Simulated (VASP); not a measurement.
# ScSi2 (P6/mmm) in VASP: further runs

The runs below take ScSi2 through single point, with PBEsol.

All numbers are computed with VASP 6.6.1; they aren't measurements. Logs are shortened: lines on timing, memory, paths and dates and some standing lists are left out, and cuts for length are marked.

## 1. The cell of the first run

Symmetry: P6/mmm, No. 191, hexagonal system. Conventional cell: a = 3.648 Å, b = 3.648 Å, c = 3.857 Å, α = 90.00°, β = 90.00°, γ = 120.00°. Sc (site symmetry 6/mmm) has 12 Si at 2.86 Å and 8 Sc at 3.65 to 3.86 Å within 3.9 Å. Within 2.9 Å of Si (site symmetry -6m2) lie 3 Si at 2.11 Å and 6 Sc at 2.86 Å.

## 2. Single point, PBEsol (14.82 Å³/atom)

The input, INCAR:

```
SYSTEM = ScSi2
  PREC = Accurate
  ENCUT = 520
  EDIFF = 1E-6
  ISMEAR = -1
  SIGMA = 0.05
  LREAL = .FALSE.
  LASPH = .TRUE.
  NELM = 60
  ALGO = Normal
  ISIF = 2
  LWAVE = .FALSE.
  LCHARG = .TRUE.
  GGA = PS
  LELF = .TRUE.
  LVHAR = .TRUE.
  NBANDS = 16
```

The input, KPOINTS:

```
Automatic mesh
0
G
  13 13 11
  0 0 0
```

The input, POSCAR:

```
ScSi2
1.0
    3.6477578208      0.0000000000      0.0000000000
   -1.8238789104      3.1590509397      0.0000000000
    0.0000000000      0.0000000000      3.8570567595
Sc Si
1 2
Direct
    0.0000000000      0.0000000000      0.0000000000
    0.3333333333      0.6666666667      0.5000000000
    0.6666666667      0.3333333333      0.5000000000
```

Potentials or basis: VASP PAW PBE potentials, release 64 (Sc_sv, Si).

On the command line:

```
cat potpaw_PBE.64/Sc_sv/POTCAR potpaw_PBE.64/Si/POTCAR > POTCAR
mpirun -np 1 vasp_std > vasp.out
```

OUTCAR:

```text
SYSTEM = ScSi2
   PREC = Accurate
   ENCUT = 520
   EDIFF = 1E-6
   ISMEAR = -1
   LREAL = .FALSE.
   LASPH = .TRUE.
   NELM = 60
   ISIF = 2
   GGA = PS

 ion  position               nearest neighbor table
   1  0.000  0.000  0.000-   2 2.86   3 2.86   2 2.86   3 2.86   3 2.86   3 2.86   2 2.86   2 2.86
                             3 2.86   3 2.86   2 2.86   2 2.86
   2  0.333  0.667  0.500-   3 2.11   3 2.11   3 2.11   1 2.86   1 2.86   1 2.86   1 2.86   1 2.86
                             1 2.86
   3  0.667  0.333  0.500-   2 2.11   2 2.11   2 2.11   1 2.86   1 2.86   1 2.86   1 2.86   1 2.86
                             1 2.86

  LATTYP: Found a hexagonal cell.
 ALAT       =     3.6477578208
 C/A-ratio  =     1.0573774217

  Lattice vectors:

 A1 = (   3.6477578208,   0.0000000000,   0.0000000000)
 A2 = (  -1.8238789104,   3.1590509397,   0.0000000000)
 A3 = (   0.0000000000,   0.0000000000,   3.8570567595)

Analysis of symmetry for initial positions (statically):
=====================================================================
 Subroutine PRICEL returns:
 Original cell was already a primitive cell.

 Routine SETGRP: Setting up the symmetry group for a
 hexagonal supercell.

 Subroutine GETGRP returns: Found 24 space group operations
 (whereof 24 operations were pure point group operations)
 out of a pool of 24 trial point group operations.

The static configuration has the point symmetry D_6h.

Analysis of symmetry for dynamics (positions and initial velocities):
=====================================================================
 Subroutine PRICEL returns:
 Original cell was already a primitive cell.

 Routine SETGRP: Setting up the symmetry group for a
 hexagonal supercell.

 Subroutine GETGRP returns: Found 24 space group operations
 (whereof 24 operations were pure point group operations)
 out of a pool of 24 trial point group operations.

The dynamic configuration has the point symmetry D_6h.

 Subroutine INISYM returns: Found 24 space group operations
 (whereof 24 operations are pure point group operations),
 and found     1 'primitive' translations

----------------------------------------------------------------------------------------

                                     Primitive cell

  volume of cell :      44.4466

  direct lattice vectors                    reciprocal lattice vectors
     3.647757821  0.000000000  0.000000000     0.274141006  0.158275384  0.000000000
    -1.823878910  3.159050940  0.000000000     0.000000000  0.316550768  0.000000000
     0.000000000  0.000000000  3.857056759     0.000000000  0.000000000  0.259265046

  length of vectors
     3.647757821  3.647757821  3.857056759     0.316550768  0.316550768  0.259265046

  position of ions in fractional coordinates (direct lattice)
     0.000000000  0.000000000  0.000000000
     0.333333333  0.666666667  0.500000000
     0.666666667  0.333333333  0.500000000

  ion indices of the primitive-cell ions
   primitive index   ion index
                 1           1
                 2           2
                 3           3

----------------------------------------------------------------------------------------

 KPOINTS: Automatic mesh

Automatic generation of k-mesh.
 Grid dimensions read from file:
 generate k-points for:   13   13   11

 Generating k-lattice:

  Cartesian coordinates                     Fractional coordinates (reciprocal lattice)
     0.021087770  0.012175030  0.000000000     0.076923077 -0.000000000  0.000000000
     0.000000000  0.024350059  0.000000000     0.000000000  0.076923077  0.000000000
     0.000000000  0.000000000  0.023569550     0.000000000  0.000000000  0.090909091

  Length of vectors
     0.024350059  0.024350059  0.023569550

  Shift w.r.t. Gamma in fractional coordinates (k-lattice)
     0.000000000  0.000000000  0.000000000

 Subroutine IBZKPT returns following result:
 ===========================================

 Found    126 irreducible k-points:

 Following reciprocal coordinates:
            Coordinates               Weight
  0.000000  0.000000  0.000000      1.000000
  0.076923  0.000000  0.000000      6.000000
  0.153846  0.000000  0.000000      6.000000
  0.230769  0.000000  0.000000      6.000000
  0.307692  0.000000  0.000000      6.000000
  0.384615 -0.000000  0.000000      6.000000
[... 16 lines left out ...]
  0.076923  0.000000  0.090909     12.000000
  0.153846  0.000000  0.090909     12.000000
 [... further k-points ...]
   k-points           NKPTS =    126   k-points in BZ     NKDIM =    126   number of bands    NBANDS=     16
   number of dos      NEDOS =    301   number of ions     NIONS =      3
   total plane-waves  NPLWV =  23520
   dimension x,y,z NGX =    28 NGY =   28 NGZ =   30
   dimension x,y,z NGXF=    56 NGYF=   56 NGZF=   60
   ions per type =               1   2
   NGX,Y,Z   is equivalent  to a cutoff of  12.76, 12.76, 12.93 a.u.
   NGXF,Y,Z  is equivalent  to a cutoff of  25.52, 25.52, 25.86 a.u.
 SYSTEM =  ScSi2
   PREC   = accura    normal or accurate (medium, high low for compatibility)
   ISTART =      0    job   : 0-new  1-cont  2-samecut
   ICHARG =      2    charge: 1-file 2-atom 10-const
   ISPIN  =      1    spin polarized calculation?
   LNONCOLLINEAR =      F non collinear calculations
   LSORBIT =      F    spin-orbit coupling
   LASPH  =      T    aspherical Exc in radial PAW
   ENCUT  =  520.0 eV  38.22 Ry    6.18 a.u.   6.78  6.78  7.17*2*pi/ulx,y,z
   NELM   =     60;   NELMIN=  2; NELMDL= -5     # of ELM steps
   EDIFF  = 0.1E-05   stopping-criterion for ELM
   LREAL  =      F    real-space projection
   EDIFFG = 0.1E-04   stopping-criterion for IOM
   NSW    =      0    number of steps for IOM
   IBRION =     -1    ionic relax: 0-MD 1-quasi-New 2-CG
   NFREE  =      0    steps in history (QN), initial steepest desc. (CG)
   ISIF   =      2    stress and relaxation
   ISYM   =      2    0-nonsym 1-usesym 2-fastsym
   POTIM  = 0.5000    time-step for ionic-motion
   TEBEG  =    0.0;   TEEND  =   0.0 temperature during run
   PSTRESS=    0.0 pullay stress
   NELECT =      19.0000    total number of electrons
   NUPDOWN=      -1.0000    fix difference up-down
   EMIN   =  10.00;   EMAX   =-10.00  energy-range for DOS
   EFERMI =   0.00;   METHOD = LEGACY
   ISMEAR =    -1;   SIGMA  =   0.05  broadening in eV -4-tet -1-fermi 0-gaus
   EFERMI_NEDOS =   21; number of points for ismear=-14 and -15
   IALGO  =     38    algorithm
   IMIX   =      4    mixing-type and parameters
     AMIX     =   0.40;   BMIX     =  1.00
     AMIX_MAG =   1.60;   BMIX_MAG =  1.00
  volume/ion in A,a.u.               =      14.82        99.98
  Fermi-wavevector in a.u.,A,eV,Ry     =   1.233237  2.330480 20.692734  1.520873
  Thomas-Fermi vector in A             =   2.367975
   LORBIT       =      0    0 simple, 1 ext, 2 COOP (PROOUT), +10 PAW based schemes
   GGA     = PS    functional components
   LHFCALC =     F    Hartree Fock is set to
   AEXX    =    0.0000 exact exchange contribution
   IVDW    =     0    specifies the selected vdW correction
   LEPSILON=     F    determine dielectric tensor
   LRPA    =     F    only Hartree local field effects (RPA)
 non-spin polarized calculation
  energy-cutoff  :      520.00
  volume of cell :       44.45
 maximum number of plane-waves:      1212
 NGX is ok and might be reduce to    28
   NGX = 13   NGY = 13   NGZ = 15

 number of electron      19.0000001 magnetization

 Free energy of the ion-electron system (eV)
  ---------------------------------------------------
  ext. energy  EPLUGINS =         0.00000000
  ---------------------------------------------------
  free energy    TOTEN  =       -18.62116971 eV

  energy without entropy =      -18.60518813  energy(sigma->0) =      -18.61317892

 E-fermi :   9.2296     XC(G=0): -11.3813

 val. band max:        9.2185229013   @ k =   0.2308   0.0769   0.1818
 cond. band min:       9.2331375411   @ k =   0.3077   0.0769   0.4545
 fundamental gap:      0.0146146398
 Fermi energy:         9.2296005352

 k-point     1 :       0.0000    0.0000    0.0000
  band No.  band energies     occupation
      1     -40.0828      2.00000
      2     -18.8843      2.00000
      3     -18.8107      2.00000
      4     -18.8107      2.00000
      5      -4.6602      2.00000
      6       5.6917      2.00000
[... 8 lines left out ...]
     15      11.9462      0.00000
     16      11.9462      0.00000

 k-point     2 :       0.0769    0.0000    0.0000
  band No.  band energies     occupation
      1     -40.0821      2.00000
      2     -18.8830      2.00000
      3     -18.8186      2.00000
      4     -18.8124      2.00000
      5      -4.5728      2.00000
      6       5.3120      2.00000
[... 8 lines left out ...]
     15      12.0150      0.00000
     16      12.1541      0.00000

 k-point     3 :       0.1538    0.0000    0.0000
  band No.  band energies     occupation
      1     -40.0803      2.00000
      2     -18.8795      2.00000
      3     -18.8406      2.00000
      4     -18.8174      2.00000
      5      -4.3129      2.00000
      6       4.2485      2.00000
[... 8 lines left out ...]
     15      12.2257      0.00000
     16      12.7548      0.00000

 k-point     4 :       0.2308    0.0000    0.0000
  band No.  band energies     occupation
      1     -40.0777      2.00000
      2     -18.8745      2.00000
      3     -18.8714      2.00000
      4     -18.8244      2.00000
      5      -3.8875      2.00000
      6       3.0120      2.00000
[... 8 lines left out ...]
     15      13.6372      0.00000
     16      13.6884      0.00000
[... 324 lines left out ...]
 k-point    22 :       0.0000    0.0000    0.0909
  band No.  band energies     occupation
      1     -40.0825      2.00000
      2     -18.8907      2.00000
      3     -18.8102      2.00000
      4     -18.8102      2.00000
      5      -4.5994      2.00000
      6       5.0308      2.00000
[... 8 lines left out ...]
     15      11.7301      0.00000
     16      11.7301      0.00000

 k-point    23 :       0.0769    0.0000    0.0909
  band No.  band energies     occupation
      1     -40.0819      2.00000
      2     -18.8893      2.00000
      3     -18.8181      2.00000
      4     -18.8120      2.00000
      5      -4.5132      2.00000
      6       5.0692      2.00000
[... 8 lines left out ...]
     15      11.7864      0.00000
     16      11.9930      0.00000

 k-point    24 :       0.1538    0.0000    0.0909
  band No.  band energies     occupation
      1     -40.0800      2.00000
      2     -18.8856      2.00000
      3     -18.8399      2.00000
      4     -18.8169      2.00000
      5      -4.2569      2.00000
      6       4.2823      2.00000
[... 8 lines left out ...]
     15      12.2978      0.00000
     16      12.6172      0.00000

 [... further k-points ...]
[... 5 lines left out ...]
  --------------------------------------------------------------------------------------
  -------------------------------------------------------------------------------------
  Total       10.2246659     10.2246659     -0.4544631      0.0000000      0.0000000     -0.0000000
  in kB      368.5709067    368.5709067    -16.3821362      0.0000000      0.0000000     -0.0000000
  external PRESSURE =     240.2532257 kB  Pullay stress =       0.0000000 kB

 VOLUME and BASIS-vectors are now :
 -----------------------------------------------------------------------------
  energy-cutoff  :      520.00
  volume of cell :       44.45
      direct lattice vectors                 reciprocal lattice vectors
     3.647757821  0.000000000  0.000000000     0.274141006  0.158275384  0.000000000
    -1.823878910  3.159050940  0.000000000     0.000000000  0.316550768  0.000000000
     0.000000000  0.000000000  3.857056759     0.000000000  0.000000000  0.259265046

 POSITION                                       TOTAL-FORCE (eV/Angst)
 -----------------------------------------------------------------------------------
      0.00000      0.00000      0.00000         0.000000      0.000000      0.000000
     -0.00000      2.10603      1.92853         0.000000     -0.000000      0.000000
      1.82388      1.05302      1.92853        -0.000000      0.000000      0.000000
 -----------------------------------------------------------------------------------
    total drift:                               -0.000000      0.000000      0.000000

  FREE ENERGIE OF THE ION-ELECTRON SYSTEM (eV)
  ---------------------------------------------------
  free  energy   TOTEN  =       -18.6211697051 eV

  energy  without entropy=      -18.6051881349  energy(sigma->0) =      -18.61317892
```

Wall time 37 s (1 thread of Intel Xeon 6975P-C (Granite Rapids), shared host); peak memory 0.22 GiB.

What came out:

| Item | Value |
| --- | --- |
| Free energy | -18.6212 eV |
| Pressure | 24.0 GPa |
| Band gap on the k mesh | zero (an odd number of electrons rules out a gap without spin polarisation) |

Levels at points of the mesh, in eV from the Fermi level:
```tsv
k point	band 5	band 6	band 7	band 8	band 9	band 10	band 11	band 12	band 13	band 14
(0.00, 0.00, 0.00)	-13.89	-3.54	-3.44	-3.44	-2.13	1.10	1.10	1.28	1.66	1.66
```

Caveat: the cell stands under pressure; the PAW data sets were made with another functional, which shifts forces and pressure a little.

## 3. Single point, PBEsol (15.26 Å³/atom)

This run uses another cell than the first one, of 15.26 Å³/atom.

The input, INCAR:

```
SYSTEM = ScSi2
PREC = Accurate
ENCUT = 520
EDIFF = 1E-6
ISMEAR = -1
SIGMA = 0.05
LREAL = .False.
LASPH = .True.
NELM = 100
ALGO = Normal
ISIF = 2
LWAVE = .False.
LCHARG = .False.
GGA = PS
NBANDS = 16
```

The input, KPOINTS:

```
Automatic mesh
0
Gamma
  13 13 11
  0 0 0
```

The input, POSCAR:

```
ScSi2
1.0
    3.6842378190      0.0000000000      0.0000000000
   -1.8421189095      3.1906435449      0.0000000000
    0.0000000000      0.0000000000      3.8956298860
Sc Si
1 2
Direct
    0.0000000000      0.0000000000      0.0000000000
    0.3333333333      0.6666666667      0.5000000000
    0.6666666667      0.3333333333      0.5000000000
```

Potentials or basis: VASP PAW PBE potentials, release 64 (Sc_sv, Si).

On the command line:

```
cat potpaw_PBE.64/Sc_sv/POTCAR potpaw_PBE.64/Si/POTCAR > POTCAR
mpirun -np 1 vasp_std > vasp.out
```

It took 35 s on 1 thread of Intel Xeon 6975P-C (Granite Rapids), shared host; peak memory 0.22 GiB.

Results (log left out):

* Free energy: -18.7996 eV
* Pressure: 18.4 GPa
* Band gap on the k mesh: zero (an odd number of electrons rules out a gap without spin polarisation)

Stress tensor (GPa, compression positive):
```
29.78  0.00  0.00
 0.00 29.78  0.00
 0.00  0.00 -4.24
```

Levels at points of the mesh, in eV from the Fermi level:
```
           k point  band 7  band 8  band 9  band 10  band 11  band 12
(0.00, 0.00, 0.00)   -3.39   -3.39   -2.04     1.09     1.10     1.10
```

Caveat: the cell stands under pressure; the PAW data sets were made with another functional, which shifts forces and pressure a little.

## 4. Single point, PBEsol (15.86 Å³/atom)

This run uses another cell than the first one, of 15.86 Å³/atom.

The input, INCAR:

```
SYSTEM = ScSi2
PREC = Accurate
ENCUT = 520
EDIFF = 1E-6
ISMEAR = -1
SIGMA = 0.05
LREAL = .FALSE.
LASPH = .TRUE.
NELM = 80
ALGO = Normal
ISIF = 2
LWAVE = .FALSE.
LCHARG = .FALSE.
GGA = PS
NBANDS = 16
```

The input, KPOINTS:

```
Automatic mesh
0
G
  13 13 11
  0 0 0
```

The input, POSCAR:

```
ScSi2
1.0
    3.7317816154      0.0000000000      0.0000000000
   -1.8658908077      3.2318176803      0.0000000000
    0.0000000000      0.0000000000      3.9459016228
Sc Si
1 2
Direct
    0.0000000000      0.0000000000      0.0000000000
    0.3333333333      0.6666666667      0.5000000000
    0.6666666667      0.3333333333      0.5000000000
```

On the command line:

```
cat potpaw_PBE.64/Sc_sv/POTCAR potpaw_PBE.64/Si/POTCAR > POTCAR
mpirun -np 1 vasp_std > vasp.out
```

Run time: 35 s. Hardware: 1 thread of Intel Xeon 6975P-C (Granite Rapids), shared host; peak memory 0.22 GiB.

Results (log left out):

| Property | Result |
| --- | --- |
| Free energy | -18.9701 eV |
| Pressure | 12.1 GPa |
| Band gap on the k mesh | zero (an odd number of electrons rules out a gap without spin polarisation) |

Stress tensor (GPa, compression positive):
```
21.71  0.00  0.00
 0.00 21.71  0.00
 0.00  0.00 -7.15
```

Levels at points of the mesh, in eV from the Fermi level:
```
           k point  band 5  band 6  band 7  band 8  band 9  band 10  band 11  band 12  band 13  band 14
(0.00, 0.00, 0.00)  -13.46   -3.45   -3.33   -3.33   -1.93     0.85     1.09     1.09     1.56     1.56
```

Caveat: the cell stands under pressure; the PAW data sets were made with another functional, which shifts forces and pressure a little.

## 5. Overview

| cell | gap on the mesh (eV) | pressure (GPa) |
| --- | --- | --- |
| a = 3.648, b = 3.648, c = 3.857 Å, angles 90.0, 90.0, 120.0°, 3 atoms | none | 24.0 |
| a = 3.684, b = 3.684, c = 3.896 Å, angles 90.0, 90.0, 120.0°, 3 atoms | none | 18.4 |
| a = 3.732, b = 3.732, c = 3.946 Å, angles 90.0, 90.0, 120.0°, 3 atoms | none | 12.1 |

Alike in all rows: task single point; level PBEsol; potentials or basis VASP PAW PBE potentials, release 64 (Sc_sv, Si); no spin polarisation; k mesh 13 × 13 × 11; cutoff (eV) 520; smearing fermi-dirac 0.05 eV.

Caveats: the cell stands under pressure; the PAW data sets were made with another functional, which shifts forces and pressure a little.

Total energies depend on the potentials used, so only differences within one code and one set of settings carry meaning.
